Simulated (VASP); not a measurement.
## Mn: single point with LDA

Mn:

```
CELL_PARAMETERS angstrom
3.65907 0.00000 0.00000
-1.82953 3.16884 0.00000
0.00000 0.00000 2.30223
ATOMIC_POSITIONS crystal
Mn 0.00000 0.00000 0.00000
Mn 0.33333 0.66667 0.50000
Mn 0.66667 0.33333 0.50000
```

This isn't the form of Mn at room conditions, which is a 58-atom cubic cell.

* Program: VASP 6.6.1
* Task: single point
* Functional: LDA
* Potentials or basis: VASP PAW LDA potentials, release 64 (Mn_pv)
* Cutoff: 520 eV
* k mesh: 11 × 11 × 15
* Occupations: fermi-dirac, width 0.1 eV
* Spin: no spin polarisation
* Dipole correction: no
* Further INCAR settings: ALGO = Normal; EDIFF = 1e-07; NBANDS = 26

```yaml
Pressure: 56.0 GPa
Band_gap_on_the_k_mesh: zero (an odd number of electrons rules out a gap without spin polarisation)
```

Stress tensor (GPa, compression positive):
```
57.63  0.00  0.00
 0.00 57.63  0.00
 0.00  0.00 52.74
```

Levels at points of the mesh, in eV from the Fermi level:
```tsv
k point	band 15	band 16	band 17	band 18	band 19	band 20	band 21	band 22	band 23	band 24
(0.00, 0.00, 0.00)	-2.67	-2.13	-1.46	-0.77	-0.77	-0.23	-0.23	-0.08	-0.08	2.54
```

Wall time 34 s on 1 thread of Intel(R) Xeon(R) 6975P-C (Granite Rapids), with other jobs on the host, peak memory 0.17 GiB.

Caveat: the cell stands under pressure; the run has no spin polarisation, though such a crystal can be magnetic. Spin polarisation is off, so any magnetic state and its effect on volume and gap are missing.
